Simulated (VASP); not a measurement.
Set up this calculation in VASP 6.6.1, as the native input.

```
Task                   : single point
Functional             : PBE
Potentials or basis    : VASP PAW PBE potentials, release 64 (Mn_pv, Sn_d)
Cutoff                 : 520 eV
k mesh                 : 5 × 5 × 5
Occupations            : fermi-dirac, width 0.1 eV
Spin                   : collinear spin, ferromagnetic start
Starting moments       : [4.5, 4.5, 4.5, 4.5, 4.5, 4.5, 0.0, 0.0] μB
Dipole correction      : no
Further INCAR settings : ALGO = Normal; EDIFF = 1e-06; NBANDS = 67
```

The structure of Mn3Sn lies in POSCAR:

```
Mn3Sn
1.0
    5.6699982500      0.0000000000      0.0000000000
   -2.8349991300      4.9103625200      0.0000000000
    0.0000000000      0.0000000000      4.5300000000
Mn Sn
6 2
Direct
    0.8330000000      0.6660000000      0.2500000000
    0.1670000000      0.8330000000      0.7500000000
    0.3340000000      0.1670000000      0.2500000000
    0.1670000000      0.3340000000      0.7500000000
    0.8330000000      0.1670000000      0.2500000000
    0.6660000000      0.8330000000      0.7500000000
    0.3333333300      0.6666666700      0.2500000000
    0.6666666700      0.3333333300      0.7500000000
```

These files were run (other wordings do the same):

INCAR

```
SYSTEM = Mn3Sn
PREC = Accurate
ENCUT = 520
EDIFF = 1E-6
ISMEAR = -1
SIGMA = 0.1
LREAL = .FALSE.
LASPH = .TRUE.
NELM = 150
ALGO = Normal
ISIF = 2
LWAVE = .FALSE.
LCHARG = .TRUE.
ISPIN = 2
MAGMOM = 4.5 4.5 4.5 4.5 4.5 4.5 0 0
LORBIT = 11
LMAXMIX = 4
GGA = PE
LELF = .TRUE.
LVHAR = .TRUE.
NBANDS = 67
```

KPOINTS

```
Automatic mesh
0
G
  5 5 5
  0 0 0
```

Potentials or basis: VASP PAW PBE potentials, release 64 (Mn_pv, Sn_d).

Run with:

```bash
$ cat potpaw_PBE.64/Mn_pv/POTCAR potpaw_PBE.64/Sn_d/POTCAR > POTCAR
$ mpirun -np 1 vasp_std > vasp.out
```

It gave:

```yaml
Pressure: -3.0 GPa
Largest_force: 0.448 eV/Å
Net_moment: 18.94 μB per cell
Site_moments: Mn +3.13; Sn -0.19 μB
Valence_electrons_inside_the_program's_atomic_spheres: Mn 11.58; Sn 12.48
```

It took 5.8 min on 1 thread of Intel(R) Xeon(R) Platinum 8259CL CPU @ 2.50GHz (Skylake/Cascade Lake) (shared host), peak memory 0.39 GiB.
